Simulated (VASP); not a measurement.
# InH3 (Pm-3m) in VASP: further runs, part 2 of 2

VASP 6.6.1. The steps go on from the part before.

## 3. Single point, PBE

This run uses another cell than the first one, of 10.37 Å³/atom, 1.162 times its volume.

File INCAR:

```
ALGO     = Normal         # electronic algorithm
EDIFF    = 1E-7           # SCF threshold, eV
ENCUT    = 520            # plane-wave cutoff, eV
GGA      = PE             # functional
ISIF     = 2              # what is computed and relaxed
ISMEAR   = 0              # smearing method
LASPH    = True           # aspherical terms in the spheres
LCHARG   = False          # write CHGCAR
LREAL    = False          # projectors in reciprocal space
LWAVE    = False          # write WAVECAR
NBANDS   = 16             # bands
NELM     = 80             # most SCF steps
PREC     = Accurate       # precision mode
SIGMA    = 0.1            # smearing width, eV
```

File KPOINTS:

```
k-points
0
Gamma
  6 6 6
```

File POSCAR:

```
InH3
1.0
    3.4612646882      0.0000000000      0.0000000000
    0.0000000000      3.4612646882      0.0000000000
    0.0000000000      0.0000000000      3.4612646882
In H
1 3
Direct
    0.0000000000      0.0000000000      0.0000000000
    0.0000000000      0.5000000000      0.5000000000
    0.5000000000      0.0000000000      0.5000000000
    0.5000000000      0.5000000000      0.0000000000
```

Potentials or basis: VASP PAW PBE potentials, release 64 (In_d, H).

Launch:

```console
> cat potpaw_PBE.64/In_d/POTCAR potpaw_PBE.64/H/POTCAR > POTCAR
> mpirun -np 1 vasp_std > vasp.out
```

OUTCAR:

```text
EDIFF = 1E-7
   ENCUT = 520
   GGA = PE
   ISIF = 2
   ISMEAR = 0
   LASPH = True
   LREAL = False
   NELM = 80
   PREC = Accurate

 ion  position               nearest neighbor table
   1  0.000  0.000  0.000-   2 2.45   3 2.45   4 2.45   2 2.45   3 2.45   2 2.45   4 2.45   2 2.45
                             3 2.45   4 2.45   3 2.45   4 2.45
   2  0.000  0.500  0.500-   1 2.45   1 2.45   1 2.45   1 2.45
   3  0.500  0.000  0.500-   1 2.45   1 2.45   1 2.45   1 2.45
   4  0.500  0.500  0.000-   1 2.45   1 2.45   1 2.45   1 2.45

  LATTYP: Found a simple cubic cell.
 ALAT       =     3.4612646882

  Lattice vectors:

 A1 = (   3.4612646882,   0.0000000000,   0.0000000000)
 A2 = (   0.0000000000,   3.4612646882,   0.0000000000)
 A3 = (   0.0000000000,   0.0000000000,   3.4612646882)

Analysis of symmetry for initial positions (statically):
=====================================================================
 Subroutine PRICEL returns:
 Original cell was already a primitive cell.

 Routine SETGRP: Setting up the symmetry group for a
 simple cubic supercell.

 Subroutine GETGRP returns: Found 48 space group operations
 (whereof 48 operations were pure point group operations)
 out of a pool of 48 trial point group operations.

The static configuration has the point symmetry O_h .

Analysis of symmetry for dynamics (positions and initial velocities):
=====================================================================
 Subroutine PRICEL returns:
 Original cell was already a primitive cell.

 Routine SETGRP: Setting up the symmetry group for a
 simple cubic supercell.

 Subroutine GETGRP returns: Found 48 space group operations
 (whereof 48 operations were pure point group operations)
 out of a pool of 48 trial point group operations.

The dynamic configuration has the point symmetry O_h .

 Subroutine INISYM returns: Found 48 space group operations
 (whereof 48 operations are pure point group operations),
 and found     1 'primitive' translations

----------------------------------------------------------------------------------------

                                     Primitive cell

  volume of cell :      41.4672

  direct lattice vectors                    reciprocal lattice vectors
     3.461264688  0.000000000  0.000000000     0.288911739  0.000000000  0.000000000
     0.000000000  3.461264688  0.000000000     0.000000000  0.288911739  0.000000000
     0.000000000  0.000000000  3.461264688     0.000000000  0.000000000  0.288911739

  length of vectors
     3.461264688  3.461264688  3.461264688     0.288911739  0.288911739  0.288911739

  position of ions in fractional coordinates (direct lattice)
     0.000000000  0.000000000  0.000000000
     0.000000000  0.500000000  0.500000000
     0.500000000  0.000000000  0.500000000
     0.500000000  0.500000000  0.000000000

  ion indices of the primitive-cell ions
   primitive index   ion index
                 1           1
                 2           2
                 3           3
                 4           4

----------------------------------------------------------------------------------------

 KPOINTS: k-points

Automatic generation of k-mesh.
[... 23 lines left out ...]
  0.000000  0.000000  0.000000      1.000000
  0.166667  0.000000  0.000000      6.000000
  0.333333  0.000000  0.000000      6.000000
  0.500000  0.000000  0.000000      3.000000
  0.166667  0.166667  0.000000     12.000000
  0.333333  0.166667  0.000000     24.000000
[... 12 lines left out ...]
  0.500000  0.500000  0.333333      6.000000
  0.500000  0.500000  0.500000      1.000000
   k-points           NKPTS =     20   k-points in BZ     NKDIM =     20   number of bands    NBANDS=     16
   number of dos      NEDOS =    301   number of ions     NIONS =      4
   total plane-waves  NPLWV =  21952
   dimension x,y,z NGX =    28 NGY =   28 NGZ =   28
   dimension x,y,z NGXF=    56 NGYF=   56 NGZF=   56
   ions per type =               1   3
   NGX,Y,Z   is equivalent  to a cutoff of  13.45, 13.45, 13.45 a.u.
   NGXF,Y,Z  is equivalent  to a cutoff of  26.90, 26.90, 26.90 a.u.
 SYSTEM =  unknown system
   PREC   = accura    normal or accurate (medium, high low for compatibility)
   ISTART =      0    job   : 0-new  1-cont  2-samecut
   ICHARG =      2    charge: 1-file 2-atom 10-const
   ISPIN  =      1    spin polarized calculation?
   LNONCOLLINEAR =      F non collinear calculations
   LSORBIT =      F    spin-orbit coupling
   LASPH  =      T    aspherical Exc in radial PAW
   ENCUT  =  520.0 eV  38.22 Ry    6.18 a.u.   6.44  6.44  6.44*2*pi/ulx,y,z
   NELM   =     80;   NELMIN=  2; NELMDL= -5     # of ELM steps
   EDIFF  = 0.1E-06   stopping-criterion for ELM
   LREAL  =      F    real-space projection
   EDIFFG = 0.1E-05   stopping-criterion for IOM
   NSW    =      0    number of steps for IOM
   IBRION =     -1    ionic relax: 0-MD 1-quasi-New 2-CG
   NFREE  =      0    steps in history (QN), initial steepest desc. (CG)
   ISIF   =      2    stress and relaxation
   ISYM   =      2    0-nonsym 1-usesym 2-fastsym
   POTIM  = 0.5000    time-step for ionic-motion
   TEBEG  =    0.0;   TEEND  =   0.0 temperature during run
   PSTRESS=    0.0 pullay stress
   NELECT =      16.0000    total number of electrons
   NUPDOWN=      -1.0000    fix difference up-down
   EMIN   =  10.00;   EMAX   =-10.00  energy-range for DOS
   EFERMI =   0.00;   METHOD = LEGACY
   ISMEAR =     0;   SIGMA  =   0.10  broadening in eV -4-tet -1-fermi 0-gaus
   EFERMI_NEDOS =   21; number of points for ismear=-14 and -15
   IALGO  =     38    algorithm
   IMIX   =      4    mixing-type and parameters
     AMIX     =   0.40;   BMIX     =  1.00
     AMIX_MAG =   1.60;   BMIX_MAG =  1.00
  volume/ion in A,a.u.               =      10.37        69.96
  Fermi-wavevector in a.u.,A,eV,Ry     =   1.191827  2.252227 19.326429  1.420452
  Thomas-Fermi vector in A             =   2.327880
   LORBIT       =      0    0 simple, 1 ext, 2 COOP (PROOUT), +10 PAW based schemes
   GGA     = PE    functional components
   LHFCALC =     F    Hartree Fock is set to
   AEXX    =    0.0000 exact exchange contribution
   IVDW    =     0    specifies the selected vdW correction
   LEPSILON=     F    determine dielectric tensor
   LRPA    =     F    only Hartree local field effects (RPA)
 non-spin polarized calculation
 Gauss-broadening in eV      SIGMA  =   0.10
  energy-cutoff  :      520.00
  volume of cell :       41.47
 maximum number of plane-waves:      1141
 NGX is ok and might be reduce to    28
   NGX = 13   NGY = 13   NGZ = 13

 number of electron      16.0000002 magnetization

 Free energy of the ion-electron system (eV)
  ---------------------------------------------------
  ext. energy  EPLUGINS =         0.00000000
  ---------------------------------------------------
  free energy    TOTEN  =        -9.18067911 eV

  energy without entropy =       -9.17398694  energy(sigma->0) =       -9.17733303

 E-fermi :   3.6329     XC(G=0):  -9.7444

 val. band max:        3.5038623727   @ k =   0.3333   0.1667   0.1667
 cond. band min:       3.6433655138   @ k =   0.5000   0.3333   0.3333
 fundamental gap:      0.1395031411
 Fermi energy:         3.6329235327

 k-point     1 :       0.0000    0.0000    0.0000
  band No.  band energies     occupation
      1     -10.4647      2.00000
      2     -10.4647      2.00000
      3     -10.1688      2.00000
      4     -10.1688      2.00000
      5     -10.1688      2.00000
      6      -5.6956      2.00000
[... 357 lines left out ...]
      3     -10.3852      2.00000
      4     -10.0830      2.00000
      5     -10.0830      2.00000
      6       2.4209      2.00000
[... 8 lines left out ...]
     15      24.8686      0.00000
     16      24.8686      0.00000

------------------------ aborting loop because EDIFF is reached ----------------------------------------

  FORCE on cell =-STRESS in cart. coord.  units (eV):
  Direction    XX          YY          ZZ          XY          YZ          ZX
  --------------------------------------------------------------------------------------
  -------------------------------------------------------------------------------------
  Total       -1.8494172     -1.8494172     -1.8494172     -0.0000000     -0.0000000      0.0000000
  in kB      -71.4563859    -71.4563859    -71.4563859     -0.0000000     -0.0000000      0.0000000
  external PRESSURE =     -71.4563859 kB  Pullay stress =       0.0000000 kB

 VOLUME and BASIS-vectors are now :
 -----------------------------------------------------------------------------
  energy-cutoff  :      520.00
  volume of cell :       41.47
      direct lattice vectors                 reciprocal lattice vectors
     3.461264688  0.000000000  0.000000000     0.288911739  0.000000000  0.000000000
     0.000000000  3.461264688  0.000000000     0.000000000  0.288911739  0.000000000
     0.000000000  0.000000000  3.461264688     0.000000000  0.000000000  0.288911739

 POSITION                                       TOTAL-FORCE (eV/Angst)
 -----------------------------------------------------------------------------------
      0.00000      0.00000      0.00000         0.000000      0.000000      0.000000
      0.00000      1.73063      1.73063         0.000000      0.000000      0.000000
      1.73063      0.00000      1.73063         0.000000      0.000000      0.000000
      1.73063      1.73063      0.00000         0.000000      0.000000      0.000000
 -----------------------------------------------------------------------------------
    total drift:                               -0.000000     -0.000000     -0.000000

  FREE ENERGIE OF THE ION-ELECTRON SYSTEM (eV)
  ---------------------------------------------------
  free  energy   TOTEN  =        -9.1806791081 eV

  energy  without entropy=       -9.1739869424  energy(sigma->0) =       -9.17733303
```

Run time: 6.5 s. Hardware: 1 thread of Intel Xeon 6975P-C (Granite Rapids), shared host; peak memory 0.15 GiB.

Results:

* Free energy: -9.1807 eV
* Pressure: -7.1 GPa
* Band gap on the k mesh: zero (band 8 reaches 4.65 eV, above the bottom of band 9 at 1.63 eV)

Caveat: spin-orbit coupling is left out, which moves the levels of the heavy elements.
